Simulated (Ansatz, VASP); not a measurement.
## Ga in VASP and in Ansatz

Contents of POSCAR:

```
Ga
1.0
   -1.3618800000      1.3618800000      2.2958700000
    1.3618800000     -1.3618800000      2.2958700000
    1.3618800000      1.3618800000     -2.2958700000
Ga
1
Direct
    0.0000000000      0.0000000000      0.0000000000
```

The input INCAR.step1:

```
SYSTEM = Ga
ALGO = Normal
EDIFF = 1E-4
ENCUT = 520
GGA = PE
ISMEAR = 0
LASPH = .TRUE.
LCHARG = .FALSE.
LREAL = .FALSE.
LWAVE = .TRUE.
NBANDS = 12
NELM = 100
PREC = Accurate
SIGMA = 0.15
```

File INCAR.step2:

```
SYSTEM = Ga
ALGO = Normal
EDIFF = 1E-6
ENCUT = 520
ISIF = 2
ISMEAR = 0
ISTART = 1
LASPH = .TRUE.
LCHARG = .FALSE.
LMIXTAU = .TRUE.
LREAL = .FALSE.
LWAVE = .FALSE.
METAGGA = R2SCAN
NBANDS = 12
NELM = 100
PREC = Accurate
SIGMA = 0.15
```

KPOINTS

```
k-points
0
G
  24 24 24
  0 0 0
```

Input for Ansatz:

```yaml
crystal:
  lattice:
    - [-1.36188, 1.36188, 2.29587]
    - [1.36188, -1.36188, 2.29587]
    - [1.36188, 1.36188, -2.29587]
  atoms:
    - { symbol: Ga, position: [0.0, 0.0, 0.0] }
basis:
  ecutwfc: 500
kpoints:
  mp_grid: { grid: [24, 24, 24] }
hamiltonian:
  xc: r2scan
scf:
  occupations: { method: gaussian, width: 0.15 }
output:
  forces: true
  stress: true
  eigenvalues: true
```

Change from the starting cell: strain -0.030 along x and y, +0.030 along z, atoms carried along.

Alike in both runs: task single point; functional r2SCAN; k mesh 24 × 24 × 24; occupations gaussian, width 0.15 eV; no spin polarisation.

```csv
,VASP,Ansatz
version,VASP 6.6.1,Ansatz 0.2.0
potentials or method,"VASP PAW PBE potentials, release 64 (Ga_d), cutoff 520 eV","scalar-relativistic, plane waves, PAW"
valence electrons in the cell,13,13
```

VASP gave:

```
gap on the k mesh at the Fermi level (eV)                     : none
pressure (GPa)                                                : 3.3
traceless stress, the component that is largest in VASP (GPa) : -0.67
```

**Question.** What did Ansatz give for the same quantities?

**Answer.** gap on the k mesh at the Fermi level (eV): none; pressure (GPa): 3.3; traceless stress, the component that is largest in VASP (GPa): -0.62.

VASP's potentials were made for PBE, not for r2SCAN. A gap of «none» marks a metal or a gap that the smearing closes. The functional is the same, so the differences come from potentials, cutoffs and numerics.
